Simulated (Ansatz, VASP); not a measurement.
**Two plane-wave programs on Pd**

```
Pd
1.0
    -1.48384    1.48384    1.57228
     1.48384   -1.48384    1.57228
     1.66072    1.66072   -1.57228
Pd
1
Cartesian
  0.0000 0.0000 0.0000
```

Change from the starting cell: strain +0.1125 x Voigt [0, 0, 0, 0, 0, 1], atoms carried along.

Alike in both runs: task single point; functional PBEsol; k mesh 22 × 22 × 22; occupations gaussian, width 0.15 eV; no spin polarisation.

|  | VASP | Ansatz |
| --- | --- | --- |
| version | VASP 6.6.1 | Ansatz 0.2.0 |
| potentials or method | VASP PAW PBE potentials, release 64 (Pd), cutoff 520 eV | scalar-relativistic, plane waves, PAW |
| valence electrons in the cell | 10 | 18 |

VASP gave:

| Property | Result |
| --- | --- |
| gap on the k mesh at the Fermi level (eV) | none |
| pressure (GPa) | -7.5 |
| traceless stress, the component that is largest in VASP (GPa) | -10.49 |

Question: Which values does Ansatz return?

Answer: gap on the k mesh at the Fermi level (eV): none; pressure (GPa): -7.2; traceless stress, the component that is largest in VASP (GPa): -10.62.

VASP's potentials were made for PBE, not for PBEsol. A gap of «none» marks a metal or a gap that the smearing closes. The functional is the same, so the differences come from potentials, cutoffs and numerics. VASP's potentials hold 10 valence electrons a cell and Ansatz's 18, so a difference there can come from the potentials and not from the codes.
